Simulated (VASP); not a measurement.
A run of VASP 6.6.1 is set up as follows.

File INCAR:

```
  PREC = Accurate
  ENCUT = 600
  EDIFF = 1E-6
  ISMEAR = 0
  SIGMA = 0.1
  LREAL = F
  LASPH = T
  NELM = 100
  ALGO = Normal
  ISIF = 3
  LWAVE = F
  LCHARG = F
  GGA = PE
  IVDW = 12
  IBRION = 2
  NSW = 100
  EDIFFG = -0.01
```

Contents of KPOINTS:

```
Automatic mesh
0
Gamma
  12 12 4
```

Contents of POSCAR:

```
Be2TeS2
1.0
    3.2851050448      0.0000000000      0.0000000000
    0.0000000000      3.2851050448      0.0000000000
    0.0000000000      0.0000000000      9.8338048387
Be Te S
2 1 2
Direct
    0.0000000000      0.0000000000      0.0000000000
    0.5000000000      0.5000000000      0.0000000000
    0.5000000000      0.5000000000      0.5000000000
    0.5000000000      0.0000000000      0.8709761545
    0.0000000000      0.5000000000      0.1290238455
```

Potentials or basis: VASP PAW PBE potentials, release 64 (Be, Te, S).

Command:

```bash
$ cat potpaw_PBE.64/Be/POTCAR potpaw_PBE.64/Te/POTCAR potpaw_PBE.64/S/POTCAR > POTCAR
$ mpirun -np 1 vasp_std > vasp.out
```

What does it give for the relaxed cell?

a = 3.292 Å, b = 3.292 Å, c = 9.845 Å, α = 90.00°, β = 90.00°, γ = 90.00°.

Predict the band gap on the k mesh.

zero (bands 11 and 12 overlap by 2.95 eV).

Estimate the space group after relaxing (to 0.1 Å).

P-4m2 (No. 115).

Predict the dispersion energy per atom.

-0.281 eV.

Forces in eV/Å, atoms in the order of the input:
```
Be   0.000  0.000  0.000
Be   0.000  0.000  0.000
Te   0.000  0.000  0.000
S    0.000  0.000  0.007
S    0.000  0.000 -0.007
```

Caveat: spin-orbit coupling is left out, which moves the levels of the heavy elements.
